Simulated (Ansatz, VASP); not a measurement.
## NbRu3: VASP beside Ansatz

The input INCAR:

```
SYSTEM = NbRu3
  ALGO = Normal
  EDIFF = 1E-7
  ENCUT = 520
  GGA = CA
  ISIF = 2
  ISMEAR = -1
  LASPH = .TRUE.
  LCHARG = .TRUE.
  LELF = .TRUE.
  LREAL = .FALSE.
  LVHAR = .TRUE.
  LWAVE = .FALSE.
  NBANDS = 36
  NELM = 60
  PREC = Accurate
  SIGMA = 0.05
```

The input KPOINTS:

```
k-points
0
G
  9 9 9
  0 0 0
```

Contents of POSCAR:

```
NbRu3
1.0
    3.8800000000      0.0388000000      0.0388000000
    0.0388000000      3.8800000000      0.0388000000
    0.0388000000      0.0388000000      3.8800000000
Nb Ru
1 3
Direct
    0.0000000000      0.0000000000      0.0000000000
    0.0000000000      0.5000000000      0.5000000000
    0.5000000000      0.0000000000      0.5000000000
    0.5000000000      0.5000000000      0.0000000000
```

Input for Ansatz:

```yaml
crystal:
  lattice:
    - [3.88, 0.0388, 0.0388]
    - [0.0388, 3.88, 0.0388]
    - [0.0388, 0.0388, 3.88]
  atoms:
    - { symbol: Nb, position: [0.0, 0.0, 0.0] }
    - { symbol: Ru, position: [0.0, 0.5, 0.5] }
    - { symbol: Ru, position: [0.5, 0.0, 0.5] }
    - { symbol: Ru, position: [0.5, 0.5, 0.0] }
kpoints:
  mp_grid: { grid: [9, 9, 9] }
  band_path:
    path:
      - [0.0, 0.0, 0.0]
      - [0.5, 0.5, 0.5]
      - [0.5193194925, 0.4806805075, 0.5]
      - [0.5, -0.4806805075, 0.4806805075]
      - [0.5, 0.0, 0.0]
      - [0.0, 0.0, 0.0]
      - [0.4903402537, -0.4903402537, 0.0]
      - [0.5096597463, 0.0, 0.4903402537]
      - [0.5, 0.0, 0.5]
    npoints: 5
scf:
  occupations: { method: fermi_dirac, width: 0.05 }
hamiltonian:
  xc: lda
  pseudopotentials: { kind: all_electron, lapw: { basis_error: 0.001 } }
output:
  forces: true
  stress: true
  eigenvalues: true
```

Change from the starting cell: equal xy, yz and zx shear strains of +2 %.

Alike in both runs: task single point; functional LDA; k mesh 9 × 9 × 9; occupations fermi-dirac, width 0.05 eV; no spin polarisation.

|  | VASP | Ansatz |
| --- | --- | --- |
| version | VASP 6.6.1 | Ansatz 0.2.0 |
| potentials or method | VASP PAW LDA potentials, release 64 (Nb_sv, Ru_pv), cutoff 520 eV | all-electron LAPW, scalar-relativistic |

|  | VASP | Ansatz | Ansatz less VASP |
| --- | --- | --- | --- |
| pressure (GPa) | -10.6 | -11.1 | -0.44 |
| traceless stress, the component that is largest in VASP (GPa) | -3.24 | -3.23 | +0.010 |

LDA's correlation is that of Perdew and Zunger in VASP and of Perdew and Wang (1992) in Ansatz. Ansatz ran all-electron here, and VASP with PAW potentials.
